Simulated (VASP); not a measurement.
# Ni (P6_3/mmc) in VASP: a series of runs

Runs on Ni. Level: r2SCAN. Tasks: single point, relaxation of cell and atoms.

Everything below comes from runs of VASP 6.6.1. Logs are shortened: lines on timing, memory, paths and dates and some standing lists are left out, and cuts for length are marked.

**1. The cell of the first run**

The structure is hexagonal, space group P6_3/mmc (No. 194). Conventional cell: a = 2.457 Å, b = 2.457 Å, c = 8.075 Å, α = 90.00°, β = 90.00°, γ = 120.00°. Within 3.2 Å of Ni (site symmetry -3m) lie 12 Ni at 2.46 to 2.47 Å. Within 3.2 Å of Ni (site symmetry -6m2) lie 12 Ni at 2.46 to 2.47 Å.

This isn't the form of Ni at room conditions, which is fcc.

**2. Single point, r2SCAN, collinear spin, ferromagnetic start**

Contents of POSCAR:

```
Ni
1.0
    2.4567575810      0.0000000000      0.0000000000
   -1.2283787905      2.1276144761      0.0000000000
    0.0000000000      0.0000000000      8.0745622063
Ni
4
Direct
    0.0000000000      0.0000000000      0.0000000000
    0.0000000000      0.0000000000      0.5000000000
    0.3333333333      0.6666666667      0.7500000000
    0.6666666667      0.3333333333      0.2500000000
```

Contents of INCAR.step1:

```
PREC     = Accurate       # precision mode
ENCUT    = 520            # plane-wave cutoff, eV
ISMEAR   = 0              # smearing method
SIGMA    = 0.1            # smearing width, eV
LREAL    = False          # projectors in reciprocal space
LASPH    = True           # aspherical terms in the spheres
NELM     = 150            # most SCF steps
ISPIN    = 2              # spin polarisation
MAGMOM   = 0.96 0.96 0.96 0.96 # initial moments
LMAXMIX  = 4              # l up to which the mixer works
NBANDS   = 32             # bands
GGA      = PE             # functional
ALGO     = Normal         # electronic algorithm
EDIFF    = 1E-4           # SCF threshold, eV
LWAVE    = True           # write WAVECAR
LCHARG   = False          # write CHGCAR
KPAR     = 4
```

Contents of INCAR.step2:

```
PREC     = Accurate       # precision mode
ENCUT    = 520            # plane-wave cutoff, eV
EDIFF    = 1E-6           # SCF threshold, eV
ISMEAR   = 0              # smearing method
SIGMA    = 0.1            # smearing width, eV
LREAL    = False          # projectors in reciprocal space
LASPH    = True           # aspherical terms in the spheres
NELM     = 150            # most SCF steps
ALGO     = Normal         # electronic algorithm
ISIF     = 2              # what is computed and relaxed
LWAVE    = False          # write WAVECAR
LCHARG   = False          # write CHGCAR
ISPIN    = 2              # spin polarisation
MAGMOM   = 0.96 0.96 0.96 0.96 # initial moments
LORBIT   = 11             # projections on sites
LMAXMIX  = 4              # l up to which the mixer works
METAGGA  = R2SCAN         # meta-GGA
LMIXTAU  = True         
NBANDS   = 32             # bands
ISTART   = 1            
KPAR     = 4
```

Contents of KPOINTS:

```
Automatic mesh
0
Gamma
  21 21 6
```

Potentials or basis: VASP PAW PBE potentials, release 64 (Ni).

Launch:

```console
> cat potpaw_PBE.64/Ni/POTCAR > POTCAR
> cp INCAR.step1 INCAR
> mpirun -np 4 vasp_std > vasp.out
> cp INCAR.step2 INCAR
> mpirun -np 4 vasp_std > vasp.out
```

OUTCAR:

```text
PREC = Accurate
   ENCUT = 520
   EDIFF = 1E-6
   ISMEAR = 0
   LREAL = False
   LASPH = True
   NELM = 150
   ISIF = 2
   ISPIN = 2
   LORBIT = 11
   METAGGA = R2SCAN
   ISTART = 1

 ion  position               nearest neighbor table
   1  0.000  0.000  0.000-   3 2.47   4 2.47   4 2.47   3 2.47   4 2.47   3 2.47
   2  0.000  0.000  0.500-   3 2.47   4 2.47   4 2.47   3 2.47   4 2.47   3 2.47
   3  0.333  0.667  0.750-   1 2.47   2 2.47   1 2.47   2 2.47   1 2.47   2 2.47
   4  0.667  0.333  0.250-   1 2.47   2 2.47   1 2.47   2 2.47   1 2.47   2 2.47

  LATTYP: Found a hexagonal cell.
 ALAT       =     2.4567575810
 C/A-ratio  =     3.2866743828

  Lattice vectors:

 A1 = (   2.4567575810,   0.0000000000,   0.0000000000)
 A2 = (  -1.2283787905,   2.1276144761,   0.0000000000)
 A3 = (   0.0000000000,   0.0000000000,   8.0745622063)

Analysis of symmetry for initial positions (statically):
=====================================================================
 Subroutine PRICEL returns:
 Original cell was already a primitive cell.

 Routine SETGRP: Setting up the symmetry group for a
 hexagonal supercell.

 Subroutine GETGRP returns: Found 24 space group operations
 (whereof 12 operations were pure point group operations)
 out of a pool of 24 trial point group operations.

The static configuration has the point symmetry D_3d.
 The point group associated with its full space group is D_6h.

Analysis of symmetry for dynamics (positions and initial velocities):
=====================================================================
 Subroutine PRICEL returns:
 Original cell was already a primitive cell.

 Routine SETGRP: Setting up the symmetry group for a
 hexagonal supercell.

 Subroutine GETGRP returns: Found 24 space group operations
 (whereof 12 operations were pure point group operations)
 out of a pool of 24 trial point group operations.

The dynamic configuration has the point symmetry D_3d.
 The point group associated with its full space group is D_6h.

Analysis of structural, dynamic, and magnetic symmetry:
=====================================================================
 Subroutine PRICEL returns:
 Original cell was already a primitive cell.

 Routine SETGRP: Setting up the symmetry group for a
 hexagonal supercell.

 Subroutine GETGRP returns: Found 24 space group operations
 (whereof 12 operations were pure point group operations)
 out of a pool of 24 trial point group operations.

The overall configuration has the point symmetry D_3d.
 The point group associated with its full space group is D_6h.

 Subroutine INISYM returns: Found 24 space group operations
 (whereof 12 operations are pure point group operations),
 and found     1 'primitive' translations

----------------------------------------------------------------------------------------

                                     Primitive cell

  volume of cell :      42.2060

  direct lattice vectors                    reciprocal lattice vectors
     2.456757581  0.000000000  0.000000000     0.407040568  0.235004981  0.000000000
    -1.228378791  2.127614476  0.000000000     0.000000000  0.470009962  0.000000000
     0.000000000  0.000000000  8.074562206     0.000000000  0.000000000  0.123845724

  length of vectors
     2.456757581  2.456757581  8.074562206     0.470009962  0.470009962  0.123845724

  position of ions in fractional coordinates (direct lattice)
     0.000000000  0.000000000  0.000000000
     0.000000000  0.000000000  0.500000000
     0.333333333  0.666666667  0.750000000
     0.666666667  0.333333333  0.250000000

  ion indices of the primitive-cell ions
   primitive index   ion index
                 1           1
                 2           2
                 3           3
                 4           4

----------------------------------------------------------------------------------------

 KPOINTS: Automatic mesh

Automatic generation of k-mesh.
 Grid dimensions read from file:
 generate k-points for:   21   21    6

 Generating k-lattice:

  Cartesian coordinates                     Fractional coordinates (reciprocal lattice)
     0.019382884  0.011190713  0.000000000     0.047619048  0.000000000  0.000000000
     0.000000000  0.022381427  0.000000000     0.000000000  0.047619048  0.000000000
     0.000000000  0.000000000  0.020640954     0.000000000  0.000000000  0.166666667

  Length of vectors
     0.022381427  0.022381427  0.020640954

  Shift w.r.t. Gamma in fractional coordinates (k-lattice)
     0.000000000  0.000000000  0.000000000

 Subroutine IBZKPT returns following result:
 ===========================================

 Found    192 irreducible k-points:

 Following reciprocal coordinates:
            Coordinates               Weight
  0.000000  0.000000  0.000000      1.000000
  0.047619  0.000000  0.000000      6.000000
  0.095238  0.000000  0.000000      6.000000
  0.142857  0.000000  0.000000      6.000000
  0.190476  0.000000  0.000000      6.000000
  0.238095  0.000000  0.000000      6.000000
[... 16 lines left out ...]
  0.142857  0.095238  0.000000     12.000000
  0.190476  0.095238  0.000000     12.000000
 [... further k-points ...]
   k-points           NKPTS =    192   k-points in BZ     NKDIM =    192   number of bands    NBANDS=     32
   number of dos      NEDOS =    301   number of ions     NIONS =      4
   total plane-waves  NPLWV =  19440
   dimension x,y,z NGX =    18 NGY =   18 NGZ =   60
   dimension x,y,z NGXF=    36 NGYF=   36 NGZF=  120
   ions per type =               4
   NGX,Y,Z   is equivalent  to a cutoff of  12.18, 12.18, 12.35 a.u.
   NGXF,Y,Z  is equivalent  to a cutoff of  24.36, 24.36, 24.71 a.u.
 SYSTEM =  unknown system
   PREC   = accura    normal or accurate (medium, high low for compatibility)
   ISTART =      1    job   : 0-new  1-cont  2-samecut
   ICHARG =      0    charge: 1-file 2-atom 10-const
   ISPIN  =      2    spin polarized calculation?
   LNONCOLLINEAR =      F non collinear calculations
   LSORBIT =      F    spin-orbit coupling
   LASPH  =      T    aspherical Exc in radial PAW
   ENCUT  =  520.0 eV  38.22 Ry    6.18 a.u.   4.57  4.57 15.01*2*pi/ulx,y,z
   NELM   =    150;   NELMIN=  2; NELMDL=  0     # of ELM steps
   EDIFF  = 0.1E-05   stopping-criterion for ELM
   LREAL  =      F    real-space projection
   EDIFFG = 0.1E-04   stopping-criterion for IOM
   NSW    =      0    number of steps for IOM
   IBRION =     -1    ionic relax: 0-MD 1-quasi-New 2-CG
   NFREE  =      0    steps in history (QN), initial steepest desc. (CG)
   ISIF   =      2    stress and relaxation
   ISYM   =      2    0-nonsym 1-usesym 2-fastsym
   POTIM  = 0.5000    time-step for ionic-motion
   TEBEG  =    0.0;   TEEND  =   0.0 temperature during run
   PSTRESS=    0.0 pullay stress
   NELECT =      40.0000    total number of electrons
   NUPDOWN=      -1.0000    fix difference up-down
   EMIN   =  10.00;   EMAX   =-10.00  energy-range for DOS
   EFERMI =   0.00;   METHOD = LEGACY
   ISMEAR =     0;   SIGMA  =   0.10  broadening in eV -4-tet -1-fermi 0-gaus
   EFERMI_NEDOS =   21; number of points for ismear=-14 and -15
   IALGO  =     38    algorithm
   IMIX   =      4    mixing-type and parameters
     AMIX     =   0.40;   BMIX     =  1.00
     AMIX_MAG =   1.60;   BMIX_MAG =  1.00
  volume/ion in A,a.u.               =      10.55        71.21
  Fermi-wavevector in a.u.,A,eV,Ry     =   1.608064  3.038801 35.182910  2.585871
  Thomas-Fermi vector in A             =   2.703993
   LORBIT       =     11    0 simple, 1 ext, 2 COOP (PROOUT), +10 PAW based schemes
   METAGGA = R2SCAN    functional components
   LHFCALC =     F    Hartree Fock is set to
   AEXX    =    0.0000 exact exchange contribution
   IVDW    =     0    specifies the selected vdW correction
   LEPSILON=     F    determine dielectric tensor
   LRPA    =     F    only Hartree local field effects (RPA)
 spin polarized calculation
 Gauss-broadening in eV      SIGMA  =   0.10
  energy-cutoff  :      520.00
  volume of cell :       42.21
 maximum number of plane-waves:      1158
   NGX =  9   NGY =  9   NGZ = 31

 number of electron      39.9999983 magnetization       2.8247525

 Free energy of the ion-electron system (eV)
  ---------------------------------------------------
  ext. energy  EPLUGINS =         0.00000000
  ---------------------------------------------------
  free energy    TOTEN  =       -47.72606716 eV

  energy without entropy =      -47.70211397  energy(sigma->0) =      -47.71409056

 E-fermi :   9.7432     XC(G=0): -14.5935

 val. band max:        9.7395106444   @ k =   0.2381   0.1429   0.0000
 cond. band min:       9.7445918476   @ k =   0.3810   0.0476   0.5000
 fundamental gap:      0.0050812033
 Fermi energy:         9.7432055544

 spin component 1

 k-point     1 :       0.0000    0.0000    0.0000
  band No.  band energies     occupation
      1       0.1326      1.00000
      2       2.4536      1.00000
      3       2.4685      1.00000
      4       4.3606      1.00000
      5       6.4203      1.00000
      6       6.6256      1.00000
[... 829 lines left out ...]
     31      26.6850      0.00000
     32      28.7095      0.00000

 [... further k-points ...]

 spin component 2

 k-point     1 :       0.0000    0.0000    0.0000
  band No.  band energies     occupation
      1      -0.1216      1.00000
      2       2.2369      1.00000
      3       2.3085      1.00000
      4       4.8943      1.00000
      5       7.2650      1.00000
      6       7.6177      1.00000
[... 829 lines left out ...]
     31      26.8586      0.00000
     32      28.8761      0.00000

 [... further k-points ...]

------------------------ aborting loop because EDIFF is reached ----------------------------------------

  FORCE on cell =-STRESS in cart. coord.  units (eV):
  Direction    XX          YY          ZZ          XY          YZ          ZX
  --------------------------------------------------------------------------------------
  -------------------------------------------------------------------------------------
  Total        0.1120089      0.1120089      0.0807033     -0.0000000      0.0000000     -0.0000000
  in kB        4.2519555      4.2519555      3.0635687     -0.0000000      0.0000000     -0.0000000
  external PRESSURE =       3.8558266 kB  Pullay stress =       0.0000000 kB

 VOLUME and BASIS-vectors are now :
 -----------------------------------------------------------------------------
  energy-cutoff  :      520.00
  volume of cell :       42.21
      direct lattice vectors                 reciprocal lattice vectors
     2.456757581  0.000000000  0.000000000     0.407040568  0.235004981  0.000000000
    -1.228378791  2.127614476  0.000000000     0.000000000  0.470009962  0.000000000
     0.000000000  0.000000000  8.074562206     0.000000000  0.000000000  0.123845724

 POSITION                                       TOTAL-FORCE (eV/Angst)
 -----------------------------------------------------------------------------------
      0.00000      0.00000      0.00000         0.000000      0.000000     -0.000000
      0.00000      0.00000      4.03728         0.000000      0.000000     -0.000000
     -0.00000      1.41841      6.05592         0.000000      0.000000      0.000000
      1.22838      0.70920      2.01864        -0.000000      0.000000     -0.000000
 -----------------------------------------------------------------------------------
    total drift:                               -0.000000      0.000000      0.000000

  FREE ENERGIE OF THE ION-ELECTRON SYSTEM (eV)
  ---------------------------------------------------
  free  energy   TOTEN  =       -47.7260671626 eV

  energy  without entropy=      -47.7021139657  energy(sigma->0) =      -47.71409056

 total charge

# of ion       s       p       d       tot
------------------------------------------
    1        0.527   0.546   8.324   9.397
    2        0.527   0.546   8.324   9.397
    3        0.527   0.545   8.336   9.408
    4        0.527   0.545   8.336   9.408
--------------------------------------------------
tot          2.107   2.182  33.321  37.609

 magnetization (x)

# of ion       s       p       d       tot
------------------------------------------
    1       -0.008  -0.044   0.797   0.744
    2       -0.008  -0.044   0.797   0.744
    3       -0.011  -0.044   0.763   0.708
    4       -0.011  -0.044   0.763   0.708
--------------------------------------------------
tot         -0.039  -0.177   3.119   2.904
```

Wall time 6.7 min (4 MPI ranks of AMD EPYC 9R45 (Zen 5), shared host); peak memory 0.41 GiB.

Results:

```
Free energy                                           : -47.7261 eV
Pressure                                              : 0.4 GPa
Net moment                                            : 2.82 μB per cell
Site moments                                          : Ni +0.74, +0.71 (each value once) μB
Valence electrons inside the program's atomic spheres : Ni 9.40, 9.41 (each value once)
```

Stress tensor (GPa, compression positive):
```
0.43 0.00 0.00
0.00 0.43 0.00
0.00 0.00 0.31
```

Caveat: the PAW data sets were made with another functional, which shifts forces and pressure a little.

**3. Relaxation of cell and atoms, r2SCAN, collinear spin, ferromagnetic start**

This run uses another cell than the first one, of 10.58 Å³/atom.

Contents of POSCAR:

```
Ni
1.0
    2.4669030544      0.0000000000      0.0000000000
   -1.2334515272      2.1364007138      0.0000000000
    0.0000000000      0.0000000000      8.0325835652
Ni
4
Direct
    0.0000000000      0.0000000000      0.0000000000
    0.0000000000      0.0000000000      0.5000000000
    0.3333333333      0.6666666667      0.7500000000
    0.6666666667      0.3333333333      0.2500000000
```

Contents of INCAR.step1:

```
SYSTEM = Ni
PREC = Accurate
ENCUT = 600
ISMEAR = 0
SIGMA = 0.1
LREAL = .FALSE.
LASPH = .TRUE.
NELM = 150
ISPIN = 2
MAGMOM = 0.96 0.96 0.96 0.96
LMAXMIX = 4
GGA = PE
ALGO = Normal
EDIFF = 1E-4
LWAVE = .TRUE.
LCHARG = .FALSE.
KPAR = 4
```

Contents of INCAR.step2:

```
SYSTEM = Ni
PREC = Accurate
ENCUT = 600
EDIFF = 1E-6
ISMEAR = 0
SIGMA = 0.1
LREAL = .FALSE.
LASPH = .TRUE.
NELM = 150
ALGO = Normal
ISIF = 3
LWAVE = .FALSE.
LCHARG = .FALSE.
ISPIN = 2
MAGMOM = 0.96 0.96 0.96 0.96
LORBIT = 11
LMAXMIX = 4
METAGGA = R2SCAN
LMIXTAU = .TRUE.
IBRION = 2
NSW = 100
EDIFFG = -0.01
ISTART = 1
KPAR = 4
```

Contents of KPOINTS:

```
regular mesh
0
G
  21 21 6
  0 0 0
```

Potentials or basis: VASP PAW PBE potentials, release 64 (Ni).

Launch:

```console
> cat potpaw_PBE.64/Ni/POTCAR > POTCAR
> cp INCAR.step1 INCAR
> mpirun -np 4 vasp_std > vasp.out
> cp INCAR.step2 INCAR
> mpirun -np 4 vasp_std > vasp.out
```

Run time: 22 min. Hardware: 4 MPI ranks of AMD EPYC 9R45 (Zen 5), shared host; peak memory 0.46 GiB.

Results (log left out):

* Free energy: -47.7280 eV
* Relaxed volume: 10.56 Å³/atom
* Relaxed cell: a = 2.458 Å, b = 2.458 Å, c = 8.072 Å, α = 90.00°, β = 90.00°, γ = 120.00°
* Space group after relaxing (to 0.1 Å): P6_3/mmc (No. 194)
* Energy gained by relaxing: 0.5 meV/atom
* Ionic steps: 7
* Pressure after relaxing: 0.0 GPa
* Net moment: 2.83 μB per cell
* Site moments: Ni +0.74, +0.71 (each value once) μB
* Valence electrons inside the program's atomic spheres: Ni 9.39, 9.41 (each value once)

The path:
```tsv
step	energy change (eV)	largest force (eV/Å)	pressure (GPa)	volume (Å³)
1	0.0000	0.0000	-0.46	42.33
2	-0.0019	0.0000	0.34	42.15
3	-0.0019	0.0000	0.46	42.15
4	-0.0019	0.0000	0.44	42.16
5	-0.0020	0.0000	-0.27	42.30
6	-0.0021	0.0000	-0.18	42.26
7	-0.0020	0.0000	0.05	42.23
```

Final structure:
```yaml
crystal:
  lattice:
    - [2.45778, 0.00000, 0.00000]
    - [-1.22889, 2.12850, 0.00000]
    - [0.00000, 0.00000, 8.07237]
  atoms:
    - { symbol: Ni, position: [0.00000, 0.00000, 0.00000] }
    - { symbol: Ni, position: [0.00000, 0.00000, 0.50000] }
    - { symbol: Ni, position: [0.33333, 0.66667, 0.75000] }
    - { symbol: Ni, position: [0.66667, 0.33333, 0.25000] }
```

Levels at points of the mesh, in eV from the Fermi level:
Spin up:
```csv
k point,band 19,band 20,band 21,band 22,band 23,band 24,band 25,band 26
"(0.00, 0.00, 0.00)",-1.52,-1.47,-1.47,-1.07,-1.07,-0.50,5.84,14.99
"(0.00, 0.00, 0.50)",-1.73,-1.73,-1.22,-1.22,-1.22,-1.22,9.07,9.07
```
Spin down:
```
           k point  band 16  band 17  band 18  band 19  band 20  band 21
(0.00, 0.00, 0.00)    -1.03    -1.03    -0.73    -0.69    -0.69    -0.13
(0.00, 0.00, 0.50)    -1.57    -0.85    -0.85    -0.85    -0.85     0.07
```

Caveat: the PAW data sets were made with another functional, which shifts forces and pressure a little.
